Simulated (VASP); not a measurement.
# BeTe in VASP: further runs, part 2 of 3

VASP 6.6.1. Earlier steps stand in the parts before.

**3. Relaxation of cell and atoms, PBE**

File INCAR:

```
PREC     = Accurate       # precision mode
ENCUT    = 600            # plane-wave cutoff, eV
EDIFF    = 1E-6           # SCF threshold, eV
ISMEAR   = 0              # smearing method
SIGMA    = 0.1            # smearing width, eV
LREAL    = False          # projectors in reciprocal space
LASPH    = True           # aspherical terms in the spheres
NELM     = 100            # most SCF steps
ALGO     = Normal         # electronic algorithm
ISIF     = 3              # what is computed and relaxed
LWAVE    = False          # write WAVECAR
LCHARG   = False          # write CHGCAR
GGA      = PE             # functional
IBRION   = 2              # ionic algorithm
NSW      = 100            # ionic steps
EDIFFG   = -0.01          # ionic threshold
```

File KPOINTS:

```
regular mesh
0
Gamma
  18 18 18
```

File POSCAR:

```
BeTe
1.0
    0.0000000000      2.6816184107      2.6816184107
    2.6816184107      0.0000000000      2.6816184107
    2.6816184107      2.6816184107      0.0000000000
Be Te
1 1
Direct
    0.5000000000      0.5000000000      0.5000000000
    0.0000000000      0.0000000000      0.0000000000
```

Potentials or basis: VASP PAW PBE potentials, release 64 (Be, Te).

The run is started by

```bash
$ cat potpaw_PBE.64/Be/POTCAR potpaw_PBE.64/Te/POTCAR > POTCAR
$ mpirun -np 1 vasp_std > vasp.out
```

Run time: 26 s. Hardware: 1 thread of Intel Xeon 6975P-C (Granite Rapids), shared host; peak memory 0.23 GiB.

Results (log left out):

```
Free energy             : -6.6027 eV
Pressure after relaxing : 0.0 GPa
Band gap on the k mesh  : zero (band 4 reaches 7.52 eV, above the bottom of band 5 at 6.30 eV)
```

Final structure:
```cif
data_structure
_symmetry_space_group_name_H-M 'P 1'
_symmetry_Int_Tables_number 1
_cell_length_a 3.7924
_cell_length_b 3.7924
_cell_length_c 3.7924
_cell_angle_alpha 60.000
_cell_angle_beta 60.000
_cell_angle_gamma 60.000
_cell_volume 38.57
loop_
_atom_site_label
_atom_site_type_symbol
_atom_site_fract_x
_atom_site_fract_y
_atom_site_fract_z
_atom_site_occupancy
Be1 Be 0.50000 0.50000 0.50000 1
Te1 Te 0.00000 0.00000 0.00000 1
```

Levels at points of the mesh, in eV from the Fermi level:
| k point | band 1 | band 2 | band 3 | band 4 | band 5 | band 6 | band 7 | band 8 |
| --- | --- | --- | --- | --- | --- | --- | --- | --- |
| (0.00, 0.00, 0.00) | -13.30 | -0.22 | -0.22 | -0.22 | 3.09 | 6.31 | 6.31 | 6.31 |
| (0.50, 0.00, 0.00) | -11.37 | -6.73 | -0.21 | -0.21 | 2.34 | 2.34 | 2.99 | 5.59 |
| (0.50, 0.50, 0.00) | -10.56 | -5.99 | -2.96 | -2.96 | -0.89 | 3.12 | 8.88 | 8.88 |

Caveat: the relaxation stopped at its first step, so nothing moved; spin-orbit coupling is left out, which moves the levels of the heavy elements.

**4. Single point, PBE**

File INCAR:

```
SYSTEM = BeTe
PREC = Accurate ; ENCUT = 520
EDIFF = 1E-7 ; ISMEAR = 0
SIGMA = 0.1 ; LREAL = .False.
LASPH = .True. ; NELM = 100
ALGO = Normal ; ISIF = 2
LWAVE = .False. ; LCHARG = .True.
GGA = PE ; LELF = .True.
LVHAR = .True. ; NBANDS = 11
```

File KPOINTS:

```
Automatic mesh
0
Gamma
  6 6 6
  0 0 0
```

File POSCAR:

```
BeTe
1.0
    1.8967646799      1.0950975985      3.0945903118
   -1.8967646799      1.0950975985      3.0945903118
    0.0000000000     -2.1901951971      3.0945903118
Be Te
1 1
Direct
    0.5000000000      0.5000000000      0.5000000000
    0.0000000000      0.0000000000      0.0000000000
```

Potentials or basis: VASP PAW PBE potentials, release 64 (Be, Te).

The run is started by

```bash
$ cat potpaw_PBE.64/Be/POTCAR potpaw_PBE.64/Te/POTCAR > POTCAR
$ mpirun -np 1 vasp_std > vasp.out
```

OUTCAR:

```text
SYSTEM = BeTe
   PREC = Accurate
   ENCUT = 520
   EDIFF = 1E-7
   ISMEAR = 0
   LREAL = .False.
   LASPH = .True.
   NELM = 100
   ISIF = 2
   GGA = PE

 ion  position               nearest neighbor table
   1  0.500  0.500  0.500-   2 2.68   2 2.68   2 2.68   2 2.68   2 2.68   2 2.68
   2  0.000  0.000  0.000-   1 2.68   1 2.68   1 2.68   1 2.68   1 2.68   1 2.68

  LATTYP: Found a trigonal (rhomboedric) cell.
 ALAT       =     3.7912325435
 COS(alpha) =     0.4993939934

  Lattice vectors:

 A1 = (   1.8967646799,   1.0950975985,   3.0945903118)
 A2 = (  -1.8967646799,   1.0950975985,   3.0945903118)
 A3 = (   0.0000000000,  -2.1901951971,   3.0945903118)

Analysis of symmetry for initial positions (statically):
=====================================================================
 Subroutine PRICEL returns:
 Original cell was already a primitive cell.

 Routine SETGRP: Setting up the symmetry group for a
 trigonal (rhombohedral) supercell.

 Subroutine GETGRP returns: Found 12 space group operations
 (whereof 12 operations were pure point group operations)
 out of a pool of 12 trial point group operations.

The static configuration has the point symmetry D_3d.

Analysis of symmetry for dynamics (positions and initial velocities):
=====================================================================
 Subroutine PRICEL returns:
 Original cell was already a primitive cell.

 Routine SETGRP: Setting up the symmetry group for a
 trigonal (rhombohedral) supercell.

 Subroutine GETGRP returns: Found 12 space group operations
 (whereof 12 operations were pure point group operations)
 out of a pool of 12 trial point group operations.

The dynamic configuration has the point symmetry D_3d.

 Subroutine INISYM returns: Found 12 space group operations
 (whereof 12 operations are pure point group operations),
 and found     1 'primitive' translations

----------------------------------------------------------------------------------------

                                     Primitive cell

  volume of cell :      38.5674

  direct lattice vectors                    reciprocal lattice vectors
     1.896764680  1.095097598  3.094590312     0.263606764  0.152193436  0.107714851
    -1.896764680  1.095097598  3.094590312    -0.263606764  0.152193436  0.107714851
     0.000000000 -2.190195197  3.094590312     0.000000000 -0.304386873  0.107714851

  length of vectors
     3.791232544  3.791232544  3.791232544     0.322883659  0.322883659  0.322883659

  position of ions in fractional coordinates (direct lattice)
     0.500000000  0.500000000  0.500000000
     0.000000000  0.000000000  0.000000000

  ion indices of the primitive-cell ions
   primitive index   ion index
                 1           1
                 2           2

----------------------------------------------------------------------------------------

 KPOINTS: Automatic mesh

Automatic generation of k-mesh.
 Grid dimensions read from file:
 generate k-points for:    6    6    6

 Generating k-lattice:

  Cartesian coordinates                     Fractional coordinates (reciprocal lattice)
     0.043934461  0.025365573  0.017952475     0.166666667 -0.000000000  0.000000000
    -0.043934461  0.025365573  0.017952475    -0.000000000  0.166666667  0.000000000
     0.000000000 -0.050731145  0.017952475     0.000000000  0.000000000  0.166666667

  Length of vectors
     0.053813943  0.053813943  0.053813943

  Shift w.r.t. Gamma in fractional coordinates (k-lattice)
     0.000000000  0.000000000  0.000000000

 Subroutine IBZKPT returns following result:
 ===========================================

 Found     32 irreducible k-points:

 Following reciprocal coordinates:
            Coordinates               Weight
  0.000000  0.000000  0.000000      1.000000
  0.166667  0.000000  0.000000      6.000000
  0.333333  0.000000  0.000000      6.000000
  0.500000  0.000000  0.000000      3.000000
  0.166667  0.166667  0.000000      6.000000
  0.333333  0.166667  0.000000     12.000000
[... 16 lines left out ...]
  0.500000  0.500000  0.166667      6.000000
 -0.333333  0.500000  0.166667     12.000000
 [... further k-points ...]
   k-points           NKPTS =     32   k-points in BZ     NKDIM =     32   number of bands    NBANDS=     11
   number of dos      NEDOS =    301   number of ions     NIONS =      2
   total plane-waves  NPLWV =  21952
   dimension x,y,z NGX =    28 NGY =   28 NGZ =   28
   dimension x,y,z NGXF=    56 NGYF=   56 NGZF=   56
   ions per type =               1   1
   NGX,Y,Z   is equivalent  to a cutoff of  12.28, 12.28, 12.28 a.u.
   NGXF,Y,Z  is equivalent  to a cutoff of  24.56, 24.56, 24.56 a.u.
 SYSTEM =  BeTe
   PREC   = accura    normal or accurate (medium, high low for compatibility)
   ISTART =      0    job   : 0-new  1-cont  2-samecut
   ICHARG =      2    charge: 1-file 2-atom 10-const
   ISPIN  =      1    spin polarized calculation?
   LNONCOLLINEAR =      F non collinear calculations
   LSORBIT =      F    spin-orbit coupling
   LASPH  =      T    aspherical Exc in radial PAW
   ENCUT  =  520.0 eV  38.22 Ry    6.18 a.u.   7.05  7.05  7.05*2*pi/ulx,y,z
   NELM   =    100;   NELMIN=  2; NELMDL= -5     # of ELM steps
   EDIFF  = 0.1E-06   stopping-criterion for ELM
   LREAL  =      F    real-space projection
   EDIFFG = 0.1E-05   stopping-criterion for IOM
   NSW    =      0    number of steps for IOM
   IBRION =     -1    ionic relax: 0-MD 1-quasi-New 2-CG
   NFREE  =      0    steps in history (QN), initial steepest desc. (CG)
   ISIF   =      2    stress and relaxation
   ISYM   =      2    0-nonsym 1-usesym 2-fastsym
   POTIM  = 0.5000    time-step for ionic-motion
   TEBEG  =    0.0;   TEEND  =   0.0 temperature during run
   PSTRESS=    0.0 pullay stress
   NELECT =       8.0000    total number of electrons
   NUPDOWN=      -1.0000    fix difference up-down
   EMIN   =  10.00;   EMAX   =-10.00  energy-range for DOS
   EFERMI =   0.00;   METHOD = LEGACY
   ISMEAR =     0;   SIGMA  =   0.10  broadening in eV -4-tet -1-fermi 0-gaus
   EFERMI_NEDOS =   21; number of points for ismear=-14 and -15
   IALGO  =     38    algorithm
   IMIX   =      4    mixing-type and parameters
     AMIX     =   0.40;   BMIX     =  1.00
     AMIX_MAG =   1.60;   BMIX_MAG =  1.00
  volume/ion in A,a.u.               =      19.28       130.13
  Fermi-wavevector in a.u.,A,eV,Ry     =   0.969091  1.831317 12.777742  0.939138
  Thomas-Fermi vector in A             =   2.099115
   LORBIT       =      0    0 simple, 1 ext, 2 COOP (PROOUT), +10 PAW based schemes
   GGA     = PE    functional components
   LHFCALC =     F    Hartree Fock is set to
   AEXX    =    0.0000 exact exchange contribution
   IVDW    =     0    specifies the selected vdW correction
   LEPSILON=     F    determine dielectric tensor
   LRPA    =     F    only Hartree local field effects (RPA)
 non-spin polarized calculation
 Gauss-broadening in eV      SIGMA  =   0.10
  energy-cutoff  :      520.00
  volume of cell :       38.57
 maximum number of plane-waves:      1056
   NGX = 15   NGY = 15   NGZ = 15

 number of electron       8.0000000 magnetization

 Free energy of the ion-electron system (eV)
  ---------------------------------------------------
  ext. energy  EPLUGINS =         0.00000000
  ---------------------------------------------------
  free energy    TOTEN  =        -6.58548524 eV

  energy without entropy =       -6.58217189  energy(sigma->0) =       -6.58382857

 E-fermi :   7.3254     XC(G=0):  -9.9509

 val. band max:        7.1196362817   @ k =   0.3333   0.3333   0.0000
 cond. band min:       7.4046559651   @ k =   0.5000   0.5000   0.1667
 fundamental gap:      0.2850196834
 Fermi energy:         7.3254366252

 k-point     1 :       0.0000    0.0000    0.0000
  band No.  band energies     occupation
      1      -6.1067      2.00000
      2       6.9671      2.00000
      3       6.9671      2.00000
      4       6.9804      2.00000
      5      10.2837      0.00000
      6      13.5080      0.00000
      7      13.5117      0.00000
      8      13.5117      0.00000
      9      14.0820      0.00000
     10      14.0820      0.00000
     11      14.0980      0.00000
[... 309 lines left out ...]
 k-point    24 :      -0.3333    0.5000    0.1667
  band No.  band energies     occupation
      1      -3.3347      2.00000
      2       1.7248      2.00000
      3       3.1202      2.00000
      4       3.2703      2.00000
      5       8.6763      0.00000
      6      12.4914      0.00000
      7      12.7927      0.00000
      8      16.5473      0.00000
      9      17.0426      0.00000
     10      17.7196      0.00000
     11      22.6787      0.00000

 [... further k-points ...]
[... 5 lines left out ...]
  --------------------------------------------------------------------------------------
  -------------------------------------------------------------------------------------
  Total       -0.0384644     -0.0384644     -0.0126364      0.0000000      0.0000000      0.0000000
  in kB       -1.5978971     -1.5978971     -0.5249429      0.0000000      0.0000000      0.0000000
  external PRESSURE =      -1.2402457 kB  Pullay stress =       0.0000000 kB

 VOLUME and BASIS-vectors are now :
 -----------------------------------------------------------------------------
  energy-cutoff  :      520.00
  volume of cell :       38.57
      direct lattice vectors                 reciprocal lattice vectors
     1.896764680  1.095097598  3.094590312     0.263606764  0.152193436  0.107714851
    -1.896764680  1.095097598  3.094590312    -0.263606764  0.152193436  0.107714851
     0.000000000 -2.190195197  3.094590312     0.000000000 -0.304386873  0.107714851

 POSITION                                       TOTAL-FORCE (eV/Angst)
 -----------------------------------------------------------------------------------
      0.00000     -0.00000      4.64189        -0.000000      0.000000     -0.000000
      0.00000      0.00000      0.00000         0.000000      0.000000      0.000000
 -----------------------------------------------------------------------------------
    total drift:                                0.000000      0.000000      0.000000

  FREE ENERGIE OF THE ION-ELECTRON SYSTEM (eV)
  ---------------------------------------------------
  free  energy   TOTEN  =        -6.5854852416 eV

  energy  without entropy=       -6.5821718942  energy(sigma->0) =       -6.58382857
```

OSZICAR:

```text
N       E                     dE             d eps       ncg     rms          rms(c)
DAV:   1     0.131951103542E+02    0.13195E+02   -0.30856E+03   704   0.571E+02
DAV:   2    -0.578954917538E+01   -0.18985E+02   -0.18309E+02   942   0.906E+01
DAV:   3    -0.657485856558E+01   -0.78531E+00   -0.77542E+00   901   0.154E+01
DAV:   4    -0.658116735256E+01   -0.63088E-02   -0.63073E-02   816   0.169E+00
DAV:   5    -0.658123245196E+01   -0.65099E-04   -0.65099E-04   860   0.180E-01    0.511E+00
DAV:   6    -0.658268773444E+01   -0.14553E-02   -0.18270E-03   802   0.265E-01    0.311E+00
DAV:   7    -0.658538737385E+01   -0.26996E-02   -0.45199E-03   782   0.447E-01    0.683E-02
DAV:   8    -0.658547195210E+01   -0.84578E-04   -0.15786E-04   871   0.814E-02    0.267E-02
DAV:   9    -0.658548447685E+01   -0.12525E-04   -0.11832E-05   808   0.231E-02    0.971E-03
DAV:  10    -0.658548521398E+01   -0.73713E-06   -0.31327E-06   776   0.956E-03    0.177E-03
DAV:  11    -0.658548524165E+01   -0.27668E-07   -0.65762E-08   646   0.171E-03
   1 F= -.65854852E+01 E0= -.65838286E+01  d E =-.331335E-02
```

It took 6.3 s on 1 thread of Intel Xeon 6975P-C (Granite Rapids), shared host; peak memory 0.16 GiB.

What came out:

* Free energy: -6.5855 eV
* Pressure: -0.1 GPa
* Band gap on the k mesh: zero (band 4 reaches 7.52 eV, above the bottom of band 5 at 6.30 eV)

Stress tensor (GPa, compression positive):
```
-0.16  0.00  0.00
 0.00 -0.16  0.00
 0.00  0.00 -0.05
```

Levels at points of the mesh, in eV from the Fermi level:
| k point | band 1 | band 2 | band 3 | band 4 | band 5 | band 6 | band 7 | band 8 | band 9 |
| --- | --- | --- | --- | --- | --- | --- | --- | --- | --- |
| (0.00, 0.00, 0.00) | -13.43 | -0.36 | -0.36 | -0.35 | 2.96 | 6.18 | 6.19 | 6.19 | 6.76 |
| (0.50, 0.00, 0.00) | -11.51 | -6.86 | -0.35 | -0.35 | 2.21 | 2.22 | 2.86 | 5.46 | 11.85 |
| (0.50, 0.50, 0.00) | -10.70 | -6.12 | -3.10 | -3.09 | -1.02 | 2.99 | 8.75 | 8.75 | 11.15 |
| (0.50, 0.50, 0.50) | -11.51 | -6.86 | -0.36 | -0.36 | 2.21 | 2.21 | 2.85 | 5.45 | 11.85 |

Caveat: spin-orbit coupling is left out, which moves the levels of the heavy elements.

[end of part 2 of 3]
